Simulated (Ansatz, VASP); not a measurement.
## Ti2Al6H in VASP and in Ansatz

INCAR

```
ALGO = Normal
DIPOL = 0.5 0.5 0.312
EDIFF = 1E-6
ENCUT = 520
GGA = PE
IDIPOL = 3
ISIF = 2
ISMEAR = 0
IVDW = 12
LASPH = T
LCHARG = F
LDIPOL = T
LREAL = F
LWAVE = F
NBANDS = 32
NELM = 60
PREC = Accurate
SIGMA = 0.1
```

The input KPOINTS:

```
k-points
0
Gamma
  6 6 1
```

Contents of POSCAR:

```
Ti2Al6H
1.0
    5.0241861190      0.0000000000      0.0000000000
    2.1588814530      4.5367033218      0.0000000000
    0.0000000000      0.0000000000     21.2187109014
Al Ti H
6 2 1
Direct
    0.5000000000      0.0000000000      0.1885128658
    0.0000000000      0.5000000000      0.1885128658
    0.0000000000      0.0000000000      0.2517328341
    0.0000000000      0.5000000000      0.3193548961
    0.5000000000      0.0000000000      0.3193548961
    0.5000000000      0.5000000000      0.3826203646
    0.5000000000      0.5000000000      0.2517328341
    0.0000000000      0.0000000000      0.3797002555
    0.8333333333      1.1666666667      0.5287178356
```

Input for Ansatz:

```yaml
crystal:
  lattice:
    - [5.024186119, 0.0, 0.0]
    - [2.158881453, 4.5367033218, 0.0]
    - [0.0, 0.0, 21.2187109014]
  atoms:
    - { symbol: Al, position: [0.5, 0.0, 0.1885128658] }
    - { symbol: Al, position: [0.0, 0.5, 0.1885128658] }
    - { symbol: Ti, position: [0.5, 0.5, 0.2517328341] }
    - { symbol: Al, position: [0.0, 0.0, 0.2517328341] }
    - { symbol: Al, position: [0.0, 0.5, 0.3193548961] }
    - { symbol: Al, position: [0.5, 0.0, 0.3193548961] }
    - { symbol: Ti, position: [0.0, 0.0, 0.3797002555] }
    - { symbol: Al, position: [0.5, 0.5, 0.3826203646] }
    - { symbol: H, position: [0.8333333333, 1.1666666667, 0.5287178356] }
basis:
  ecutwfc: 420
kpoints:
  mp_grid: { grid: [6, 6, 1] }
hamiltonian:
  xc: pbe
  pseudopotentials: { kind: paw, azcp: { folder: soft_1 } }
  dispersion: d3bj
scf:
  occupations: { method: gaussian, width: 0.1 }
output:
  forces: true
  eigenvalues: true
efield:
  axis: 3
  dipole_correction: true
  ramp_width: 0.04
```

Alike in both runs: task single point; functional PBE; dispersion D3(BJ); k mesh 6 × 6 × 1; occupations gaussian, width 0.1 eV; no spin polarisation.

```csv
,VASP,Ansatz
version,VASP 6.6.1,Ansatz 0.2.0
potentials or method,"VASP PAW PBE potentials, release 64 (Al, Ti_sv, H), cutoff 520 eV","scalar-relativistic, plane waves, PAW"
valence electrons in the cell,43,43
```

```csv
,VASP,Ansatz,Ansatz less VASP
gap on the k mesh at the Fermi level (eV),none,none,-
rms of the force components (eV/Å),0.357,0.357,-0.0002
```

A gap of «none» marks a metal or a gap that the smearing closes.
